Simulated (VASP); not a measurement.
# Si (I4/mmm) in VASP: notebook, part 3 of 3

VASP 6.6.1.

### Step 6. Single point, LDA

This run uses another cell than the first one, of 20.80 Å³/atom.

INCAR

```
SYSTEM = Si
ALGO     = Normal         ! electronic algorithm
EDIFF    = 1E-6           ! SCF threshold, eV
ENCUT    = 520            ! plane-wave cutoff, eV
ISIF     = 2              ! what is computed and relaxed
ISMEAR   = 0              ! smearing method
LASPH    = .True.         ! aspherical terms in the spheres
LCHARG   = .False.        ! write CHGCAR
LREAL    = .False.        ! projectors in reciprocal space
LWAVE    = .False.        ! write WAVECAR
NBANDS   = 16             ! bands
NELM     = 100            ! most SCF steps
PREC     = Accurate       ! precision mode
SIGMA    = 0.01           ! smearing width, eV
```

KPOINTS

```
k-points
0
Gamma
  10 10 10
  0 0 0
```

POSCAR

```
Si
1.0
   -3.3012718583      3.3012718583      1.9083649480
    3.3012718583     -3.3012718583      1.9083649480
    3.3012718583      3.3012718583     -1.9083649480
Si
4
Direct
    0.1788433299      0.1788433299      0.3576866599
    0.8211566701      0.8211566701      0.6423133401
    0.1788433299      0.8211566701      0.0000000000
    0.8211566701      0.1788433299      0.0000000000
```

Potentials or basis: VASP PAW LDA potentials, release 64 (Si).

The run is started by

```bash
$ cat potpaw_LDA.64/Si/POTCAR > POTCAR
$ mpirun -np 1 vasp_std > vasp.out
```

OUTCAR:

```text
SYSTEM = Si
   EDIFF = 1E-6
   ENCUT = 520
   ISIF = 2
   ISMEAR = 0
   LASPH = .True.
   LREAL = .False.
   NELM = 100
   PREC = Accurate

 ion  position               nearest neighbor table
   1  0.179  0.179  0.358-   2 2.33   2 2.33   3 2.36   4 2.36
   2  0.821  0.821  0.642-   1 2.33   1 2.33   4 2.36   3 2.36
   3  0.179  0.821  0.000-   4 2.33   4 2.33   2 2.36   1 2.36
   4  0.821  0.179  0.000-   3 2.33   3 2.33   2 2.36   1 2.36

  LATTYP: Found a body centered tetragonal cell.
 ALAT       =     6.6025437166
 C/A-ratio  =     0.5780696137

  Lattice vectors:

 A1 = (  -3.3012718583,   3.3012718583,   1.9083649480)
 A2 = (   3.3012718583,  -3.3012718583,   1.9083649480)
 A3 = (   3.3012718583,   3.3012718583,  -1.9083649480)

Analysis of symmetry for initial positions (statically):
=====================================================================
 Subroutine PRICEL returns:
 Original cell was already a primitive cell.

 Routine SETGRP: Setting up the symmetry group for a
 body centered tetragonal supercell.

 Subroutine GETGRP returns: Found 16 space group operations
 (whereof 16 operations were pure point group operations)
 out of a pool of 16 trial point group operations.

[... 171 lines left out ...]
 fundamental gap:      0.1972361853
 Fermi energy:         5.6865855820

 k-point     1 :       0.0000    0.0000    0.0000
  band No.  band energies     occupation
      1      -6.5924      2.00000
      2      -2.2737      2.00000
      3      -0.0306      2.00000
      4      -0.0306      2.00000
      5       1.7470      2.00000
      6       4.0876      2.00000
[... 433 lines left out ...]
      3      -1.5758      2.00000
      4       0.5040      2.00000
      5       1.2930      2.00000
      6       2.5404      2.00000
[... 8 lines left out ...]
     15      11.7029      0.00000
     16      12.4350      0.00000

 [... further k-points ...]

------------------------ aborting loop because EDIFF is reached ----------------------------------------

  FORCE on cell =-STRESS in cart. coord.  units (eV):
  Direction    XX          YY          ZZ          XY          YZ          ZX
  --------------------------------------------------------------------------------------
  -------------------------------------------------------------------------------------
  Total        0.0432513      0.0432513     -0.0065089      0.0000000      0.0000000     -0.0000000
  in kB        0.8329638      0.8329638     -0.1253531      0.0000000      0.0000000     -0.0000000
  external PRESSURE =       0.5135248 kB  Pullay stress =       0.0000000 kB

 VOLUME and BASIS-vectors are now :
 -----------------------------------------------------------------------------
  energy-cutoff  :      520.00
  volume of cell :       83.19
      direct lattice vectors                 reciprocal lattice vectors
    -3.301271858  3.301271858  1.908364948     0.000000000  0.151456778  0.262004393
     3.301271858 -3.301271858  1.908364948     0.151456778  0.000000000  0.262004393
     3.301271858  3.301271858 -1.908364948     0.151456778  0.151456778  0.000000000

 POSITION                                       TOTAL-FORCE (eV/Angst)
 -----------------------------------------------------------------------------------
      1.18082      1.18082     -0.00000        -0.001303     -0.001303      0.000000
      2.12045      2.12045      1.90836         0.001303      0.001303     -0.000000
      2.12045     -2.12045      1.90836         0.001303     -0.001303     -0.000000
     -2.12045      2.12045      1.90836        -0.001303      0.001303     -0.000000
 -----------------------------------------------------------------------------------
    total drift:                               -0.000000     -0.000000      0.000000

  FREE ENERGIE OF THE ION-ELECTRON SYSTEM (eV)
  ---------------------------------------------------
  free  energy   TOTEN  =       -23.3820150621 eV

  energy  without entropy=      -23.3820150621  energy(sigma->0) =      -23.38201506
```

OSZICAR:

```text
N       E                     dE             d eps       ncg     rms          rms(c)
DAV:   1     0.231964134138E+02    0.23196E+02   -0.58454E+03  3264   0.811E+02
DAV:   2    -0.220959616688E+02   -0.45292E+02   -0.40802E+02  4552   0.117E+02
DAV:   3    -0.239813491886E+02   -0.18854E+01   -0.18697E+01  4440   0.226E+01
DAV:   4    -0.240059273383E+02   -0.24578E-01   -0.24574E-01  4144   0.335E+00
DAV:   5    -0.240064413777E+02   -0.51404E-03   -0.51402E-03  4512   0.457E-01    0.719E+00
DAV:   6    -0.235661766966E+02    0.44026E+00   -0.20399E-01  3672   0.214E+00    0.429E+00
DAV:   7    -0.233817250175E+02    0.18445E+00   -0.33803E-01  4072   0.274E+00    0.437E-01
DAV:   8    -0.233818611889E+02   -0.13617E-03   -0.32665E-02  3856   0.982E-01    0.198E-01
DAV:   9    -0.233820132352E+02   -0.15205E-03   -0.15989E-03  4456   0.229E-01    0.884E-02
DAV:  10    -0.233820156890E+02   -0.24538E-05   -0.30241E-04  4048   0.889E-02    0.336E-02
DAV:  11    -0.233820157599E+02   -0.70899E-07   -0.19557E-05  4288   0.251E-02    0.118E-02
DAV:  12    -0.233820150621E+02    0.69780E-06   -0.42971E-06  4128   0.108E-02
   1 F= -.23382015E+02 E0= -.23382015E+02  d E =-.249555E-34
```

stdout:

```text
POSCAR found type information on POSCAR Si
 POSCAR found :  1 types and       4 ions
 scaLAPACK will be used
 LDA part: xc-table for (Slater(with rela. corr.)+CA(PZ))
 , standard interpolation
 POSCAR, INCAR and KPOINTS ok, starting setup
 FFT: planning ... GRIDC
 FFT: planning ... GRID_SOFT
 FFT: planning ... GRID
 WAVECAR not read
 entering main loop
```

It took 3.7 min on 1 thread of Intel Xeon 8259CL, shared host; peak memory 0.25 GiB.

Results:

- Free energy: -23.3820 eV
- Pressure: 0.1 GPa
- Band gap on the k mesh: 0.20 eV (least direct gap 0.26 eV)

Caveat: semilocal functionals underestimate gaps, and a narrow one can read as zero. A k mesh can miss the band edges.

### Step 7. The runs side by side

| cell | gap on the mesh (eV) | pressure (GPa) |
| --- | --- | --- |
| a = 4.819 Å, angles 98.5, 98.5, 134.9°, 4 atoms, atomic positions A | none | 14.6 |
| a = 4.878 Å, angles 98.4, 98.4, 135.1°, 4 atoms, atomic positions B | none | 10.1 |
| a = 4.935 Å, angles 98.3, 98.3, 135.3°, 4 atoms, atomic positions C | none | 6.3 |
| a = 4.991 Å, angles 98.3, 98.3, 135.5°, 4 atoms, atomic positions D | 0.10 | 2.9 |
| a = 5.044 Å, angles 98.2, 98.2, 135.5°, 4 atoms, atomic positions E | 0.20 | 0.1 |

Alike in all rows: task single point; level LDA; potentials or basis VASP PAW LDA potentials, release 64 (Si); no spin polarisation; k mesh 10 × 10 × 10; cutoff (eV) 520; smearing gaussian 0.01 eV.

Caveats: semilocal functionals underestimate gaps, and a narrow one can read as zero; the cell stands under pressure (at least some runs).

Total energies depend on the potentials used, so only differences within one code and one set of settings carry meaning.

The gap in the log of VASP goes by the Fermi energy; the results here count the filled bands.